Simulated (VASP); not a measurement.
# Pb (Fm-3m) in VASP: notebook, part 2 of 2

VASP 6.6.1. Earlier steps stand in the parts before.

## (4) Relaxation of cell and atoms, PBEsol, target pressure 18.75 GPa, at which the enthalpy is minimised

This run uses another cell than the first one, of 23.95 Å³/atom.

File INCAR:

```
SYSTEM = Pb
PREC     = Accurate       ! precision mode
ENCUT    = 500            ! plane-wave cutoff, eV
EDIFF    = 1E-7           ! SCF threshold, eV
ISMEAR   = 0              ! smearing method
SIGMA    = 0.1            ! smearing width, eV
LREAL    = .False.        ! projectors in reciprocal space
LASPH    = .True.         ! aspherical terms in the spheres
NELM     = 120            ! most SCF steps
ALGO     = Normal         ! electronic algorithm
ISIF     = 3              ! what is computed and relaxed
LWAVE    = .False.        ! write WAVECAR
LCHARG   = .False.        ! write CHGCAR
GGA      = PS             ! functional
IBRION   = 2              ! ionic algorithm
NSW      = 70             ! ionic steps
EDIFFG   = -0.004         ! ionic threshold
PSTRESS  = 187.5        
GGA_COMPAT= .False.      
NELMIN   = 4
```

File KPOINTS:

```
regular mesh
0
Gamma
  16 16 16
  0 0 0
```

File POSCAR:

```
Pb
1.0
    0.0000000000      2.2878876735      2.2878876735
    2.2878876735      0.0000000000      2.2878876735
    2.2878876735      2.2878876735      0.0000000000
Pb
1
Direct
    0.0000000000      0.0000000000      0.0000000000
```

Potentials or basis: VASP PAW PBE potentials, release 64 (Pb_d).

Started as:

```bash
cat potpaw_PBE.64/Pb_d/POTCAR > POTCAR
mpirun -np 1 vasp_std > vasp.out
```

OUTCAR:

```text
SYSTEM = Pb
   PREC = Accurate
   ENCUT = 500
   EDIFF = 1E-7
   ISMEAR = 0
   LREAL = .False.
   LASPH = .True.
   NELM = 120
   ISIF = 3
   GGA = PS
   IBRION = 2
   NSW = 70
   EDIFFG = -0.004
   PSTRESS = 187.5
   NELMIN = 4

 ion  position               nearest neighbor table
   1  0.000  0.000  0.000-

  LATTYP: Found a face centered cubic cell.
 ALAT       =     4.5757753470

  Lattice vectors:

 A1 = (   0.0000000000,   2.2878876735,   2.2878876735)
 A2 = (   2.2878876735,   0.0000000000,   2.2878876735)
 A3 = (   2.2878876735,   2.2878876735,   0.0000000000)

Analysis of symmetry for initial positions (statically):
=====================================================================
 Subroutine PRICEL returns:
 Original cell was already a primitive cell.

[... 258 lines left out ...]

 k-point     1 :       0.0000    0.0000    0.0000
  band No.  band energies     occupation
      1      -7.1971      2.00000
      2      -7.1971      2.00000
      3      -7.1971      2.00000
      4      -6.9116      2.00000
      5      -6.9116      2.00000
      6      -3.5559      2.00000
      7      19.4439      0.00000
      8      19.4439      0.00000
      9      19.4439      0.00000
     10      19.8630      0.00000
     11      24.4065      0.00000
[... 309 lines left out ...]
 k-point    24 :      -0.0625    0.0625    0.0000
  band No.  band energies     occupation
      1      -7.2062      2.00000
      2      -7.1722      2.00000
      3      -7.1615      2.00000
      4      -6.9269      2.00000
      5      -6.9025      2.00000
      6      -3.3014      2.00000
      7      17.3289      0.00000
      8      17.9870      0.00000
      9      19.6668      0.00000
     10      20.0706      0.00000
     11      24.0041      0.00000

 [... further k-points ...]

------------------------ aborting loop because EDIFF is reached ----------------------------------------

  FORCE on cell =-STRESS in cart. coord.  units (eV):
  Direction    XX          YY          ZZ          XY          YZ          ZX
  --------------------------------------------------------------------------------------
  -------------------------------------------------------------------------------------
  Total        2.8011879      2.8011879      2.8011879      0.0000000      0.0000000      0.0000000
  in kB      187.5430161    187.5430161    187.5430161      0.0000000      0.0000000      0.0000000
  external PRESSURE =       0.0430161 kB  Pullay stress =     187.5000000 kB
[... 20 lines left out ...]
  energy  without entropy=       -3.7117815348  energy(sigma->0) =       -3.71334388

  enthalpy is  TOTEN    =        -0.9143608400 eV   P V=        2.8005453790

 reached required accuracy - stopping structural energy minimisation
```

CONTCAR:

```text
Pb
   1.00000000000000
    -0.0000000000000000    2.2872166804210008    2.2872166804210008
     2.2872166804210008   -0.0000000000000000    2.2872166804210008
     2.2872166804210008    2.2872166804210008   -0.0000000000000000
  Pb
     1
Direct
     0.0000000000000000    0.0000000000000000    0.0000000000000000

  0.00000000E+00  0.00000000E+00  0.00000000E+00
```

It took 16 s on 1 thread of Intel Xeon 6975P-C (Granite Rapids), shared host; peak memory 0.16 GiB.

What came out:

```
Free energy                                                : -3.7149 eV
Relaxed volume                                             : 23.93 Å³/atom
Relaxed cell                                               : a = 3.235 Å, b = 3.235 Å, c = 3.235 Å, α = 60.00°, β = 60.00°, γ = 60.00°
Space group after relaxing (to 0.1 Å)                      : Fm-3m (No. 225)
Energy change on relaxing (the run minimises the enthalpy) : +2.5 meV/atom
Ionic steps                                                : 3
Pressure after relaxing                                    : 18.8 GPa
Band gap on the k mesh                                     : zero (bands 7 and 8 overlap by 11.54 eV)
```

The path:
| step | energy change (eV) | largest force (eV/Å) | pressure (GPa) | volume (Å³) |
| --- | --- | --- | --- | --- |
| 1 | 0.0000 | 0.0000 | 18.64 | 23.95 |
| 2 | 0.0064 | 0.0000 | 18.93 | 23.90 |
| 3 | 0.0025 | 0.0000 | 18.75 | 23.93 |

Final structure:
```
CELL_PARAMETERS angstrom
0.00000 2.28722 2.28722
2.28722 0.00000 2.28722
2.28722 2.28722 0.00000
ATOMIC_POSITIONS crystal
Pb 0.00000 0.00000 0.00000
```

Caveat: the cell is relaxed towards a set pressure, so the run minimises the enthalpy, not the energy; the PAW data sets were made with another functional, which shifts forces and pressure a little; spin-orbit coupling is left out, which moves the levels of the heavy elements.

## (5) Relaxation of cell and atoms, PBEsol, target pressure 25 GPa, at which the enthalpy is minimised

This run uses another cell than the first one, of 23.95 Å³/atom.

File INCAR:

```
  PREC = Accurate
  ENCUT = 500
  EDIFF = 1E-7
  ISMEAR = 0
  SIGMA = 0.1
  LREAL = False
  LASPH = True
  NELM = 120
  ALGO = Normal
  ISIF = 3
  LWAVE = False
  LCHARG = False
  GGA = PS
  IBRION = 2
  NSW = 70
  EDIFFG = -0.004
  PSTRESS = 250.0
  GGA_COMPAT = False
  NELMIN = 4
```

File KPOINTS:

```
Automatic mesh
0
Gamma
  16 16 16
```

POSCAR is that of step 4.

Potentials or basis: VASP PAW PBE potentials, release 64 (Pb_d).

Started as:

```bash
cat potpaw_PBE.64/Pb_d/POTCAR > POTCAR
mpirun -np 1 vasp_std > vasp.out
```

OUTCAR:

```text
PREC = Accurate
   ENCUT = 500
   EDIFF = 1E-7
   ISMEAR = 0
   LREAL = False
   LASPH = True
   NELM = 120
   ISIF = 3
   GGA = PS
   IBRION = 2
   NSW = 70
   EDIFFG = -0.004
   PSTRESS = 250.0
   NELMIN = 4

 ion  position               nearest neighbor table
   1  0.000  0.000  0.000-

  LATTYP: Found a face centered cubic cell.
 ALAT       =     4.5757753470

  Lattice vectors:

 A1 = (   0.0000000000,   2.2878876735,   2.2878876735)
 A2 = (   2.2878876735,   0.0000000000,   2.2878876735)
 A3 = (   2.2878876735,   2.2878876735,   0.0000000000)

Analysis of symmetry for initial positions (statically):
=====================================================================
 Subroutine PRICEL returns:
 Original cell was already a primitive cell.

 Routine SETGRP: Setting up the symmetry group for a
 face centered cubic supercell.

 Subroutine GETGRP returns: Found 48 space group operations
 (whereof 48 operations were pure point group operations)
 out of a pool of 48 trial point group operations.

The static configuration has the point symmetry O_h .

Analysis of symmetry for dynamics (positions and initial velocities):
[... 167 lines left out ...]
  in kB      186.4466913    186.4466913    186.4466913      0.0000000     -0.0000000      0.0000000
  external PRESSURE =     -63.5533087 kB  Pullay stress =     250.0000000 kB
[... 98 lines left out ...]
--------------------------------------- Ionic step        4  -------------------------------------------

 number of electron      14.0000002 magnetization

 Free energy of the ion-electron system (eV)
  ---------------------------------------------------
  ext. energy  EPLUGINS =         0.00000000
  ---------------------------------------------------
  free energy    TOTEN  =        -3.57315733 eV

  energy without entropy =       -3.56966405  energy(sigma->0) =       -3.57141069

 E-fermi :  10.9168     XC(G=0): -11.7702

 val. band max:       10.9022691110   @ k =   0.3750   0.1875   0.0625
 cond. band min:      10.9324053037   @ k =  -0.3750   0.2500   0.0000
 fundamental gap:      0.0301361927
 Fermi energy:        10.9167878252

 k-point     1 :       0.0000    0.0000    0.0000
  band No.  band energies     occupation
      1      -6.6410      2.00000
      2      -6.6410      2.00000
      3      -6.6410      2.00000
      4      -6.3174      2.00000
      5      -6.3174      2.00000
      6      -3.3251      2.00000
      7      20.4581      0.00000
      8      20.4581      0.00000
      9      20.4581      0.00000
     10      20.4751      0.00000
     11      25.5814      0.00000
[... 309 lines left out ...]
 k-point    24 :      -0.0625    0.0625    0.0000
  band No.  band energies     occupation
      1      -6.6520      2.00000
      2      -6.6130      2.00000
      3      -6.6013      2.00000
      4      -6.3351      2.00000
      5      -6.3075      2.00000
      6      -3.0595      2.00000
      7      18.2954      0.00000
      8      18.8840      0.00000
      9      20.7204      0.00000
     10      20.7972      0.00000
     11      24.9213      0.00000

 [... further k-points ...]

------------------------ aborting loop because EDIFF is reached ----------------------------------------

  FORCE on cell =-STRESS in cart. coord.  units (eV):
  Direction    XX          YY          ZZ          XY          YZ          ZX
  --------------------------------------------------------------------------------------
  -------------------------------------------------------------------------------------
  Total        3.5680563      3.5680563      3.5680563      0.0000000      0.0000000      0.0000000
  in kB      249.7866371    249.7866371    249.7866371      0.0000000      0.0000000      0.0000000
  external PRESSURE =      -0.2133629 kB  Pullay stress =     250.0000000 kB
[... 20 lines left out ...]
  energy  without entropy=       -3.5696640467  energy(sigma->0) =       -3.57141069

  enthalpy is  TOTEN    =        -0.0020533144 eV   P V=        3.5711040201

 reached required accuracy - stopping structural energy minimisation
```

Wall time 25 s (1 thread of Intel Xeon 6975P-C (Granite Rapids), shared host); peak memory 0.17 GiB.

Results:

- Free energy: -3.5732 eV
- Relaxed volume: 22.89 Å³/atom
- Relaxed cell: a = 3.187 Å, b = 3.187 Å, c = 3.187 Å, α = 60.00°, β = 60.00°, γ = 60.00°
- Space group after relaxing (to 0.1 Å): Fm-3m (No. 225)
- Energy change on relaxing (the run minimises the enthalpy): +144.2 meV/atom
- Ionic steps: 4
- Pressure after relaxing: 25.0 GPa
- Band gap on the k mesh: zero (bands 7 and 8 overlap by 11.98 eV)

The path:
```
step  energy change (eV)  largest force (eV/Å)  pressure (GPa)  volume (Å³)
   1              0.0000                0.0000           18.64        23.95
   2              0.5742                0.0000           42.69        20.81
   3              0.1396                0.0000           24.78        22.92
   4              0.1442                0.0000           24.98        22.89
```

Final structure:
```yaml
crystal:
  lattice:
    - [0.00000, 2.25345, 2.25345]
    - [2.25345, 0.00000, 2.25345]
    - [2.25345, 2.25345, 0.00000]
  atoms:
    - { symbol: Pb, position: [0.00000, 0.00000, 0.00000] }
```

Caveat: the cell is relaxed towards a set pressure, so the run minimises the enthalpy, not the energy; the PAW data sets were made with another functional, which shifts forces and pressure a little; spin-orbit coupling is left out, which moves the levels of the heavy elements.

## (6) Summary

```csv
task,cell,gap on the mesh (eV),pressure (GPa)
single point,"a = 3.487 Å, angles 60.0°, 1 atom",none,-0.1
relaxation of cell and atoms,"relaxed to 25 GPa from a = 3.187 Å, angles 60.0°, 1 atom",none,25.0
relaxation of cell and atoms,"relaxed to 18.75 GPa from a = 3.236 Å, angles 60.0°, 1 atom",none,18.8
relaxation of cell and atoms,"relaxed to 25 GPa from a = 3.236 Å, angles 60.0°, 1 atom",none,25.0
```

Alike in all rows: level PBEsol; potentials or basis VASP PAW PBE potentials, release 64 (Pb_d); no spin polarisation; k mesh 16 × 16 × 16; cutoff (eV) 500; smearing gaussian 0.1 eV.

Caveats: the PAW data sets were made with another functional, which shifts forces and pressure a little; spin-orbit coupling is left out, which moves the levels of the heavy elements; the cell is relaxed towards a set pressure, so the run minimises the enthalpy, not the energy (at least some runs).

Total energies depend on the potentials used, so only differences within one code and one set of settings carry meaning.

The gap in the log of VASP goes by the Fermi energy; the results here count the filled bands.